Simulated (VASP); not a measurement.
Wanted: the native input for a VASP 6.6.1 run.

```yaml
Task: single point
Functional: PBE0
Potentials_or_basis: VASP PAW PBE potentials, release 64 (C)
Cutoff: 520 eV
k_mesh: 1 × 1 × 1
Occupations: fermi-dirac, width 0.01 eV
Spin: no spin polarisation
Dipole_correction: no
Grid_for_exact_exchange_PRECFOCK: Normal
Further_INCAR_settings: ALGO = Normal; EDIFF = 1e-06; NBANDS = 23
```

The system is C.

```xyz
7
Lattice="3.5700 0.0000 0.0000 0.0000 3.5700 0.0000 0.0000 0.0000 3.5700" Properties=species:S:1:pos:R:3 pbc="T T T"
C     0.0012    1.7769    1.7936
C     1.7939   -0.0037    1.7781
C     1.7826    1.7903    0.0000
C     0.8859    0.8942    0.9055
C     0.8987    2.6701    2.6755
C     2.6690    0.8896    2.6829
C     2.6802    2.6802    0.8847
```

One way to write it, as run:

POSCAR

```
C
1.0
    3.5700000000      0.0000000000      0.0000000000
    0.0000000000      3.5700000000      0.0000000000
    0.0000000000      0.0000000000      3.5700000000
C
7
Direct
    0.0003300000      0.4977400000      0.5024100000
    0.5025000000     -0.0010500000      0.4980600000
    0.4993400000      0.5014900000      0.0000000000
    0.2481400000      0.2504900000      0.2536500000
    0.2517300000      0.7479400000      0.7494300000
    0.7476200000      0.2492000000      0.7515200000
    0.7507700000      0.7507500000      0.2478200000
```

INCAR.step1

```
PREC     = Accurate       # precision mode
ENCUT    = 520            # plane-wave cutoff, eV
EDIFF    = 1E-5           # SCF threshold, eV
ISMEAR   = -1             # smearing method
SIGMA    = 0.01           # smearing width, eV
LREAL    = F              # projectors in reciprocal space
LASPH    = T              # aspherical terms in the spheres
NELM     = 120            # most SCF steps
ALGO     = Normal         # electronic algorithm
ISIF     = 2              # what is computed and relaxed
LWAVE    = T              # write WAVECAR
LCHARG   = F              # write CHGCAR
GGA      = PE             # functional
NBANDS   = 23             # bands
GGA_COMPAT= F
```

INCAR.step2

```
PREC     = Accurate       # precision mode
ENCUT    = 520            # plane-wave cutoff, eV
EDIFF    = 1E-6           # SCF threshold, eV
ISMEAR   = -1             # smearing method
SIGMA    = 0.01           # smearing width, eV
LREAL    = F              # projectors in reciprocal space
LASPH    = T              # aspherical terms in the spheres
NELM     = 120            # most SCF steps
ALGO     = Normal         # electronic algorithm
ISIF     = 2              # what is computed and relaxed
LWAVE    = F              # write WAVECAR
LCHARG   = F              # write CHGCAR
GGA      = PE             # functional
LHFCALC  = T              # exact exchange
AEXX     = 0.25           # exact-exchange fraction
PRECFOCK = Normal       
ISTART   = 1            
NBANDS   = 23             # bands
GGA_COMPAT= F
```

KPOINTS

```
Automatic mesh
0
Gamma
  1 1 1
```

Potentials or basis: VASP PAW PBE potentials, release 64 (C).

The run is started by

```console
$ cat potpaw_PBE.64/C/POTCAR > POTCAR
$ cp INCAR.step1 INCAR
$ mpirun -np 1 vasp_gam > vasp.out
$ cp INCAR.step2 INCAR
$ mpirun -np 1 vasp_gam > vasp.out
```

Results of the run:

| Quantity | Value |
| --- | --- |
| Pressure | -0.7 GPa |
| Largest force | 6.719 eV/Å |
| Band gap on the k mesh | 2.57 eV |

Caveat: the k points lie up to 1.76 Å⁻¹ apart; the PAW data sets were made with another functional, which shifts forces and pressure a little.

Wall time 22 s on 1 thread of Intel(R) Xeon(R) Platinum 8259CL CPU @ 2.50GHz (Skylake/Cascade Lake), with other jobs on the host, peak memory 0.14 GiB.
